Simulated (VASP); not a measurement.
# Cs3Li2 (Pm-3m) in VASP: density of states with PBE

Aim: the density of states of Cs3Li2 with PBE.

All numbers are computed with VASP 6.6.1; they aren't measurements. Logs are shortened: lines on timing, memory, paths and dates and some standing lists are left out, and cuts for length are marked.

## Step 1: The cell of the first run

It takes space group Pm-3m (No. 221, cubic). The conventional cell has a = 7.566 Å, b = 7.566 Å, c = 7.566 Å, α = 90.00°, β = 90.00°, γ = 90.00°. Within 5.0 Å of Cs (site symmetry 4/mmm) lie 2 Li at 3.78 Å. Li (site symmetry m-3m) has 6 Cs at 3.78 Å within 5.0 Å.

## Step 2: Density of states, PBE

Contents of POSCAR:

```
Cs3Li2
1.0
    7.5664897480      0.0000000000      0.0000000000
    0.0000000000      7.5664897480      0.0000000000
    0.0000000000      0.0000000000      7.5664897480
Cs Li
3 2
Direct
    0.0000000000      0.5000000000      0.5000000000
    0.5000000000      0.0000000000      0.5000000000
    0.5000000000      0.5000000000      0.0000000000
    0.5000000000      0.5000000000      0.5000000000
    0.0000000000      0.0000000000      0.0000000000
```

Contents of INCAR.step1:

```
SYSTEM = Cs3Li2
PREC = Accurate
ENCUT = 520
EDIFF = 1E-6
ISMEAR = 0
SIGMA = 0.1
LREAL = .False.
LASPH = .True.
NELM = 100
ALGO = Normal
ISIF = 2
LWAVE = .False.
LCHARG = .True.
GGA = PE
NBANDS = 24
```

Contents of KPOINTS.step1:

```
regular mesh
0
Gamma
  6 6 6
  0 0 0
```

Contents of INCAR.step2:

```
SYSTEM = Cs3Li2
PREC = Accurate
ENCUT = 520
EDIFF = 1E-6
ISMEAR = -5
SIGMA = 0.1
LREAL = .False.
LASPH = .True.
NELM = 100
ALGO = Normal
ISIF = 2
LWAVE = .False.
LCHARG = .False.
GGA = PE
LORBIT = 11
NBANDS = 24
NEDOS = 2001
ICHARG = 11
```

Contents of KPOINTS.step2:

```
regular mesh
0
Gamma
  9 9 9
  0 0 0
```

Potentials or basis: VASP PAW PBE potentials, release 64 (Cs_sv, Li_sv).

Run with:

```console
$ cat potpaw_PBE.64/Cs_sv/POTCAR potpaw_PBE.64/Li_sv/POTCAR > POTCAR
$ cp INCAR.step1 INCAR
$ cp KPOINTS.step1 KPOINTS
$ mpirun -np 1 vasp_std > vasp.out
$ cp INCAR.step2 INCAR
$ cp KPOINTS.step2 KPOINTS
$ mpirun -np 1 vasp_std > vasp.out
```

OUTCAR:

```text
SYSTEM = Cs3Li2
   PREC = Accurate
   ENCUT = 520
   EDIFF = 1E-6
   ISMEAR = -5
   LREAL = .False.
   LASPH = .True.
   NELM = 100
   ISIF = 2
   GGA = PE
   LORBIT = 11
   ICHARG = 11

 ion  position               nearest neighbor table
   1  0.000  0.500  0.500-
   2  0.500  0.000  0.500-
   3  0.500  0.500  0.000-
   4  0.500  0.500  0.500-
   5  0.000  0.000  0.000-

  LATTYP: Found a simple cubic cell.
 ALAT       =     7.5664897480

  Lattice vectors:

 A1 = (   7.5664897480,   0.0000000000,   0.0000000000)
 A2 = (   0.0000000000,   7.5664897480,   0.0000000000)
 A3 = (   0.0000000000,   0.0000000000,   7.5664897480)

Analysis of symmetry for initial positions (statically):
=====================================================================
 Subroutine PRICEL returns:
 Original cell was already a primitive cell.

 Routine SETGRP: Setting up the symmetry group for a
 simple cubic supercell.

 Subroutine GETGRP returns: Found 48 space group operations
 (whereof 48 operations were pure point group operations)
 out of a pool of 48 trial point group operations.

The static configuration has the point symmetry O_h .

Analysis of symmetry for dynamics (positions and initial velocities):
=====================================================================
 Subroutine PRICEL returns:
 Original cell was already a primitive cell.

 Routine SETGRP: Setting up the symmetry group for a
 simple cubic supercell.

 Subroutine GETGRP returns: Found 48 space group operations
 (whereof 48 operations were pure point group operations)
 out of a pool of 48 trial point group operations.

The dynamic configuration has the point symmetry O_h .

 Subroutine INISYM returns: Found 48 space group operations
 (whereof 48 operations are pure point group operations),
 and found     1 'primitive' translations

----------------------------------------------------------------------------------------

                                     Primitive cell

  volume of cell :     433.1949

  direct lattice vectors                    reciprocal lattice vectors
     7.566489748  0.000000000  0.000000000     0.132161680  0.000000000  0.000000000
     0.000000000  7.566489748  0.000000000     0.000000000  0.132161680  0.000000000
[... 94 lines left out ...]
   LREAL  =      F    real-space projection
   EDIFFG = 0.1E-04   stopping-criterion for IOM
   NSW    =      0    number of steps for IOM
   IBRION =     -1    ionic relax: 0-MD 1-quasi-New 2-CG
   NFREE  =      0    steps in history (QN), initial steepest desc. (CG)
   ISIF   =      2    stress and relaxation
   ISYM   =      2    0-nonsym 1-usesym 2-fastsym
   POTIM  = 0.5000    time-step for ionic-motion
   TEBEG  =    0.0;   TEEND  =   0.0 temperature during run
   PSTRESS=    0.0 pullay stress
   NELECT =      33.0000    total number of electrons
   NUPDOWN=      -1.0000    fix difference up-down
   EMIN   =  10.00;   EMAX   =-10.00  energy-range for DOS
   EFERMI =   0.00;   METHOD = LEGACY
   ISMEAR =    -5;   SIGMA  =   0.10  broadening in eV -4-tet -1-fermi 0-gaus
   EFERMI_NEDOS =   21; number of points for ismear=-14 and -15
   IALGO  =     38    algorithm
   IMIX   =      4    mixing-type and parameters
     AMIX     =   0.40;   BMIX     =  1.00
     AMIX_MAG =   1.60;   BMIX_MAG =  1.00
  volume/ion in A,a.u.               =      86.64       584.67
  Fermi-wavevector in a.u.,A,eV,Ry     =   0.693988  1.311446  6.552821  0.481619
  Thomas-Fermi vector in A             =   1.776355
   LORBIT       =     11    0 simple, 1 ext, 2 COOP (PROOUT), +10 PAW based schemes
   GGA     = PE    functional components
   LHFCALC =     F    Hartree Fock is set to
   AEXX    =    0.0000 exact exchange contribution
   IVDW    =     0    specifies the selected vdW correction
   LEPSILON=     F    determine dielectric tensor
   LRPA    =     F    only Hartree local field effects (RPA)
 non-spin polarized calculation
 Fermi weights with tetrahedron method with Bloechl corrections
  energy-cutoff  :      520.00
  volume of cell :      433.19
 maximum number of plane-waves:     11698

 number of electron      33.0000010 magnetization

 Free energy of the ion-electron system (eV)
  ---------------------------------------------------
  ext. energy  EPLUGINS =         0.00000000
  ---------------------------------------------------
  free energy    TOTEN  =        -4.93876145 eV

  energy without entropy =       -4.93876145  energy(sigma->0) =       -4.93876145

 E-fermi :   0.0583     XC(G=0):  -5.3327

 val. band max:        0.0836513377   @ k =   0.3333   0.3333   0.3333
 cond. band min:       0.0836513377   @ k =   0.3333   0.3333   0.3333
 fundamental gap:      0.0000000000
 Fermi energy:         0.0582505763

 k-point     1 :       0.0000    0.0000    0.0000
  band No.  band energies     occupation
      1     -48.2386      2.00000
      2     -47.7234      2.00000
      3     -23.5445      2.00000
      4     -23.5362      2.00000
      5     -23.5362      2.00000
      6     -10.4221      2.00000
[... 637 lines left out ...]
     23       2.0082      0.00000
     24       2.1419      0.00000

 [... further k-points ...]
[... 5 lines left out ...]
  --------------------------------------------------------------------------------------
  -------------------------------------------------------------------------------------
  Total       -0.0223829     -0.0223829     -0.0223829     -0.0000000     -0.0000000      0.0000000
  in kB       -0.0827836     -0.0827836     -0.0827836     -0.0000000     -0.0000000      0.0000000
  external PRESSURE =      -0.0827836 kB  Pullay stress =       0.0000000 kB

 VOLUME and BASIS-vectors are now :
 -----------------------------------------------------------------------------
  energy-cutoff  :      520.00
  volume of cell :      433.19
      direct lattice vectors                 reciprocal lattice vectors
     7.566489748  0.000000000  0.000000000     0.132161680  0.000000000  0.000000000
     0.000000000  7.566489748  0.000000000     0.000000000  0.132161680  0.000000000
     0.000000000  0.000000000  7.566489748     0.000000000  0.000000000  0.132161680

 POSITION                                       TOTAL-FORCE (eV/Angst)
 -----------------------------------------------------------------------------------
      0.00000      3.78324      3.78324         0.000000      0.000000      0.000000
      3.78324      0.00000      3.78324         0.000000      0.000000      0.000000
      3.78324      3.78324      0.00000         0.000000      0.000000      0.000000
      3.78324      3.78324      3.78324         0.000000      0.000000      0.000000
      0.00000      0.00000      0.00000         0.000000      0.000000      0.000000
 -----------------------------------------------------------------------------------
    total drift:                                0.000000      0.000000     -0.000000

  FREE ENERGIE OF THE ION-ELECTRON SYSTEM (eV)
  ---------------------------------------------------
  free  energy   TOTEN  =        -4.9387614549 eV

  energy  without entropy=       -4.9387614549  energy(sigma->0) =       -4.93876145

 total charge

# of ion       s       p       d       tot
------------------------------------------
    1        1.851   4.678   0.021   6.549
    2        1.851   4.678   0.021   6.549
    3        1.851   4.678   0.021   6.549
    4        2.049   0.019   0.000   2.068
    5        2.033   0.004   0.000   2.038
--------------------------------------------------
tot          9.635  14.056   0.062  23.752
```

OUTCAR.step1:

```text
SYSTEM = Cs3Li2
   PREC = Accurate
   ENCUT = 520
   EDIFF = 1E-6
   ISMEAR = 0
   LREAL = .False.
[... 766 lines left out ...]
      3.78324      3.78324      0.00000         0.000000      0.000000      0.000000
      3.78324      3.78324      3.78324         0.000000      0.000000      0.000000
      0.00000      0.00000      0.00000         0.000000      0.000000      0.000000
 -----------------------------------------------------------------------------------
    total drift:                                0.000000      0.000000     -0.000000

  FREE ENERGIE OF THE ION-ELECTRON SYSTEM (eV)
  ---------------------------------------------------
  free  energy   TOTEN  =        -4.9448261700 eV

  energy  without entropy=       -4.9165570621  energy(sigma->0) =       -4.93069162
```

OSZICAR.step1:

```text
N       E                     dE             d eps       ncg     rms          rms(c)
DAV:   1     0.261930017452E+03    0.26193E+03   -0.10461E+04   968   0.105E+03
DAV:   2     0.378715216806E+02   -0.22406E+03   -0.21794E+03  1280   0.207E+02
DAV:   3    -0.398300671270E+00   -0.38270E+02   -0.37987E+02  1272   0.826E+01
DAV:   4    -0.502483717467E+01   -0.46265E+01   -0.45587E+01  1832   0.245E+01
DAV:   5    -0.515005984010E+01   -0.12522E+00   -0.12487E+00  1248   0.416E+00    0.142E+00
DAV:   6    -0.499384446350E+01    0.15622E+00   -0.16971E-01  1280   0.142E+00    0.790E-01
DAV:   7    -0.494360039246E+01    0.50244E-01   -0.21365E-01  1368   0.104E+00    0.314E-01
DAV:   8    -0.494451319962E+01   -0.91281E-03   -0.27608E-02  1312   0.364E-01    0.209E-01
DAV:   9    -0.494477585770E+01   -0.26266E-03   -0.11315E-02  1816   0.260E-01    0.998E-02
DAV:  10    -0.494466902543E+01    0.10683E-03   -0.41964E-04  1472   0.589E-02    0.741E-02
DAV:  11    -0.494480859640E+01   -0.13957E-03   -0.21909E-04  1520   0.551E-02    0.328E-02
DAV:  12    -0.494482736386E+01   -0.18767E-04   -0.97079E-05  1568   0.223E-02    0.204E-02
DAV:  13    -0.494482671663E+01    0.64722E-06   -0.10198E-05  1576   0.111E-02    0.232E-03
DAV:  14    -0.494482616997E+01    0.54666E-06   -0.34538E-06  1152   0.472E-03
   1 F= -.49448262E+01 E0= -.49306916E+01  d E =-.282691E-01
```

Wall time 5.6 min (1 thread of AMD EPYC 7R43 (Zen 3), shared host); peak memory 0.53 GiB.

Results:

```yaml
Valence_electrons_inside_the_program's_atomic_spheres: Cs 6.55; Li 2.07, 2.04
```

Levels at points of the mesh, in eV from the Fermi level:
| k point | band 14 | band 15 | band 16 | band 17 | band 18 | band 19 |
| --- | --- | --- | --- | --- | --- | --- |
| (0.00, 0.00, 0.00) | -10.36 | -1.88 | -0.54 | 1.01 | 1.01 | 1.03 |

Caveat: the cutoff is under 1.25 times the usual one of these potentials, so pressure, stress and relaxed cells hold a basis-set (Pulay) error; spin-orbit coupling is left out, which moves the levels of the heavy elements; tetrahedron occupations give inexact forces and stress in metals.
